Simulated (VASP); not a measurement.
Set up this calculation in VASP 6.6.1, as the native input.

- Task: single point
- Functional: LDA
- Potentials or basis: VASP PAW LDA potentials, release 64 (C)
- Cutoff: 520 eV
- k mesh: 6 × 6 × 6
- Occupations: gaussian, width 0.05 eV
- Spin: no spin polarisation
- Dipole correction: no
- Further INCAR settings: ALGO = Normal; EDIFF = 1e-06; NBANDS = 26

The structure of C lies in POSCAR:

```
C
1.0
    2.4560526930     -1.4180026834      3.3470108394
    0.0000000000      2.8360053668      3.3470108394
   -2.4560526930     -1.4180026834      3.3470108394
C
8
Direct
    0.1640000000      0.1640000000      0.1640000000
    0.6640000000      0.1640000000      0.6640000000
    0.1640000000      0.6640000000      0.6640000000
    0.6640000000      0.6640000000      0.1640000000
    0.8360000000      0.8360000000      0.8360000000
    0.3360000000      0.8360000000      0.3360000000
    0.8360000000      0.3360000000      0.3360000000
    0.3360000000      0.3360000000      0.8360000000
```

These files were run (other wordings do the same):

INCAR

```
ALGO = Normal
EDIFF = 1E-6
ENCUT = 520
ISIF = 2
ISMEAR = 0
LASPH = True
LCHARG = False
LREAL = False
LWAVE = False
NBANDS = 26
NELM = 60
PREC = Accurate
SIGMA = 0.05
```

KPOINTS

```
k-points
0
Gamma
  6 6 6
```

Potentials or basis: VASP PAW LDA potentials, release 64 (C).

Launch:

```bash
$ cat potpaw_LDA.64/C/POTCAR > POTCAR
$ mpirun -np 1 vasp_std > vasp.out
```

It gave:

- Pressure: -3.3 GPa
- Largest force: 0.892 eV/Å
- Band gap on the k mesh: 0.77 eV

Run time: 36 s on 1 thread of AMD EPYC 9R45 96-Core Processor (Zen 5), with other jobs on the host, peak memory 0.14 GiB.
